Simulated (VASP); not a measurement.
Write the native input for VASP 6.6.1 that does the following.

| Item | Value |
| --- | --- |
| Task | single point |
| Functional | PBE |
| Potentials or basis | VASP PAW PBE potentials, release 64 (W_sv) |
| Cutoff | 500 eV |
| k mesh | 30 × 30 × 30 |
| Occupations | gaussian, width 0.15 eV |
| Spin | no spin polarisation |
| Dipole correction | no |
| Further INCAR settings | ALGO = Normal; EDIFF = 1e-06; NBANDS = 13 |

The structure of W lies in POSCAR:

```
W
1.0
   -1.6135872285      1.6135872285      1.5490437394
    1.6135872285     -1.6135872285      1.5490437394
    1.6135872285      1.6135872285     -1.5490437394
W
1
Direct
    0.0000000000      0.0000000000      0.0000000000
```

This cell differs from its parent crystal: ratio of the length along z to the lengths across it x 0.96, volume and fractional coordinates fixed.

The input as run:

INCAR

```
  PREC = Accurate
  ENCUT = 500
  EDIFF = 1E-6
  ISMEAR = 0
  SIGMA = 0.15
  LREAL = F
  LASPH = T
  NELM = 120
  ALGO = Normal
  ISIF = 2
  LWAVE = F
  LCHARG = F
  GGA = PE
  NBANDS = 13
  GGA_COMPAT = F
```

KPOINTS

```
regular mesh
0
Gamma
  30 30 30
```

Potentials or basis: VASP PAW PBE potentials, release 64 (W_sv).

The run is started by

```bash
$ cat potpaw_PBE.64/W_sv/POTCAR > POTCAR
$ mpirun -np 1 vasp_std > vasp.out
```

It gave:

```json
{
 "Pressure": "0.8 GPa",
 "Band gap on the k mesh": "zero (bands 7 and 8 overlap by 6.12 eV)"
}
```

Caveat: spin-orbit coupling is left out, which moves the levels of the heavy elements.

It took 2.1 min on 1 thread of AMD EPYC 9R45 96-Core Processor (Zen 5) (shared host), peak memory 0.42 GiB.
